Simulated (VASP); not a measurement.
# FeGe: single point with r2SCAN

The system is FeGe.

```xyz
2
Lattice="3.0162 0.0000 0.0000 0.0000 3.0162 0.0000 0.0000 0.0000 3.0162" Properties=species:S:1:pos:R:3 pbc="T T T"
Fe    0.0000    0.0000    0.0000
Ge    1.3975    1.3595    1.3679
```

```
Program             : VASP 6.6.1
Task                : single point
Functional          : r2SCAN
Potentials or basis : VASP PAW PBE potentials, release 64 (Fe, Ge_d)
Cutoff              : 520 eV
k mesh              : 3 × 3 × 3
Occupations         : gaussian, width 0.05 eV
Spin                : collinear spin, ferromagnetic start
Starting moments    : [4.0, 0.0] μB
```

* Pressure: -4.8 GPa
* Largest force: 0.944 eV/Å
* Net moment: 1.93 μB per cell
* Site moments: Fe +1.97; Ge -0.01 μB
* Valence electrons inside the program's atomic spheres: Fe 7.13; Ge 12.42

Forces on the atoms (eV/Å):
```
Fe  -0.461 -0.596 -0.569
Ge   0.461  0.596  0.569
```

Stress tensor (GPa, compression positive):
```
-4.41  2.39  2.29
 2.39 -4.97  3.05
 2.29  3.05 -4.98
```

Levels at points of the mesh, in eV from the Fermi level:
Spin up:
| k point | band 9 | band 10 | band 11 | band 12 | band 13 | band 14 | band 15 | band 16 |
| --- | --- | --- | --- | --- | --- | --- | --- | --- |
| (0.00, 0.00, 0.00) | -1.72 | -1.68 | -1.67 | 3.13 | 3.19 | 3.23 | 8.52 | 9.11 |
Spin down:
```csv
k point,band 7,band 8,band 9,band 10,band 11,band 12,band 13,band 14
"(0.00, 0.00, 0.00)",-1.28,-1.25,0.16,0.40,0.42,3.28,3.34,3.36
```

Run time: 68 s on 1 thread of Intel(R) Xeon(R) 6975P-C (Granite Rapids), on a shared host, peak memory 0.16 GiB.

Caveat: the k points lie up to 0.69 Å⁻¹ apart; the PAW data sets were made with another functional, which shifts forces and pressure a little.
